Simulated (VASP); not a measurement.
Crystal: CdS.

```
Cd S
1.0
     4.16884    0.00000    0.00000
    -2.08442    3.61032    0.00000
     0.00000    0.00000    6.77962
Cd S
2 2
Direct
  0.66667 0.33333 0.50022
  0.33333 0.66667 0.00022
  0.66667 0.33333 0.87678
  0.33333 0.66667 0.37678
```

```yaml
Program: VASP 6.6.1
Task: relaxation of cell and atoms
Functional: PBE
Potentials_or_basis: VASP PAW PBE potentials, release 64 (Cd, S)
Cutoff: 600 eV
k_mesh: 9 × 9 × 4
Occupations: gaussian, width 0.02 eV
Spin: no spin polarisation
```

At the start: pressure 1.4 GPa; volume 25.51 Å³/atom.

Problem. How do energy, volume and symmetry change on relaxing?

Solution. Over 3 steps the energy falls by 2.8 meV/atom and the volume is 26.16 Å³/atom (+2.6 %); space group P6_3mc (No. 186, to 0.05 Å).

Step by step:
| step | energy change (eV) | largest force (eV/Å) | pressure (GPa) | volume (Å³) |
| --- | --- | --- | --- | --- |
| 1 | 0.0000 | 0.0036 | 1.43 | 102.04 |
| 2 | -0.0104 | 0.0003 | -0.39 | 105.44 |
| 3 | -0.0114 | 0.0009 | 0.01 | 104.65 |

Final structure:
```
CELL_PARAMETERS angstrom
4.20350 0.00000 0.00000
-2.10175 3.64034 0.00000
0.00000 0.00000 6.83866
ATOMIC_POSITIONS crystal
Cd 0.66667 0.33333 0.50020
Cd 0.33333 0.66667 0.00020
S 0.66667 0.33333 0.87680
S 0.33333 0.66667 0.37680
```
